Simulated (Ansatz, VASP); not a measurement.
## MgO in VASP and in Ansatz

```
CELL_PARAMETERS angstrom
2.17929 0.00000 0.00000
0.00000 2.17929 0.00000
0.00000 0.00000 2.17929
ATOMIC_POSITIONS crystal
Mg 0.00000 0.00000 0.00000
O 0.50000 0.50000 0.50000
```

Change from the starting cell: volume scaled by 0.55, LAPW.

Alike in both runs: task single point; functional PBE; k mesh 15 × 15 × 15; occupations fermi-dirac, width 0.08 eV; no spin polarisation.

|  | VASP | Ansatz |
| --- | --- | --- |
| version | VASP 6.6.1 | Ansatz 0.2.0 |
| potentials or method | VASP PAW PBE potentials, release 64 (Mg, O), cutoff 520 eV | all-electron LAPW, scalar-relativistic |

|  | VASP | Ansatz | Ansatz less VASP |
| --- | --- | --- | --- |
| gap on the k mesh at the Fermi level (eV) | 7.28 | 7.26 | -0.013 |
| pressure (GPa) | 284.0 | 281.1 | -2.93 |

Both programs put the cell under a high pressure, so it lies far from rest at this level. Ansatz ran all-electron here, and VASP with PAW potentials.

Noted on VASP's run: the cell as given lies far from equilibrium.
